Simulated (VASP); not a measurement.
Crystal: ZnSe.

```
Zn Se
1.0
     0.00000    2.69024    2.99364
     2.69024    0.00000    2.99364
     2.69024    2.69024    0.00000
Zn Se
1 1
Direct
  0.00000 0.00000 0.00000
  0.25000 0.25000 0.25000
```

This cell differs from its parent crystal: epitaxial xy strain -5.0%.

Base run:

```yaml
Program: VASP 6.6.1
Functional: HSE06
Potentials_or_basis: VASP PAW PBE potentials, release 64 (Zn, Se)
Cutoff: 400 eV
k_mesh: 6 × 6 × 6
Occupations: gaussian, width 0.01 eV
Spin: no spin polarisation
```

Its results: band gap on the k mesh 2.40 eV; pressure 4.3 GPa.

Question: The run is repeated on the same cell with these changes: functional from HSE06 to PBE; cutoff from 400 eV to 520 eV; k mesh from 6 × 6 × 6 to 4 × 4 × 4. What comes out?

Answer: Band gap on the k mesh 1.26 eV; pressure 6.1 GPa.

Several settings changed at once.

Caveats: some runs use coarse meshes; the cell stands under pressure (at least some runs); the PAW data sets were made with another functional, which shifts forces and pressure a little (at least some runs).

